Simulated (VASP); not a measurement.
Set up this calculation in VASP 6.6.1, as the native input.

```
Task                   : electric field gradients
Functional             : LDA
Potentials or basis    : VASP PAW LDA potentials, release 64 (Be, Pd)
Cutoff                 : 520 eV
k mesh                 : 12 × 12 × 12
Occupations            : fermi-dirac, width 0.08 eV
Spin                   : no spin polarisation
Dipole correction      : no
Further INCAR settings : ALGO = Normal; EDIFF = 1e-08; NBANDS = 13
```

The structure of BePd lies in POSCAR:

```
BePd
1.0
    2.8500174030      0.0000000000      0.0000000000
    0.0000000000      2.8500174030      0.0000000000
    0.0000000000      0.0000000000      2.8500174030
Be Pd
1 1
Direct
    0.0000000000      0.0000000000      0.0000000000
    0.5000000000      0.5000000000      0.5000000000
```

These files were run (other wordings do the same):

INCAR

```
PREC     = Accurate       # precision mode
ENCUT    = 520            # plane-wave cutoff, eV
EDIFF    = 1E-8           # SCF threshold, eV
ISMEAR   = -1             # smearing method
SIGMA    = 0.08           # smearing width, eV
LREAL    = F              # projectors in reciprocal space
LASPH    = T              # aspherical terms in the spheres
NELM     = 60             # most SCF steps
ALGO     = Normal         # electronic algorithm
ISIF     = 2              # what is computed and relaxed
LWAVE    = F              # write WAVECAR
LCHARG   = F              # write CHGCAR
GGA      = CA             # functional
LEFG     = T            
NBANDS   = 13             # bands
```

KPOINTS

```
regular mesh
0
Gamma
  12 12 12
```

Potentials or basis: VASP PAW LDA potentials, release 64 (Be, Pd).

The run is started by

```sh
$ cat potpaw_LDA.64/Be/POTCAR potpaw_LDA.64/Pd/POTCAR > POTCAR
$ mpirun -np 1 vasp_std > vasp.out
```

It gave:

```
Pressure                                : -13.4 GPa
Band gap on the k mesh                  : zero (bands 6 and 7 overlap by 5.88 eV)
Largest electric field gradient by atom : under 0.05 V/Å² on every atom
```

Caveat: the cell stands under tension.

It took 26 s on 1 thread of Intel Xeon 8259CL, on a shared host, peak memory 0.15 GiB.
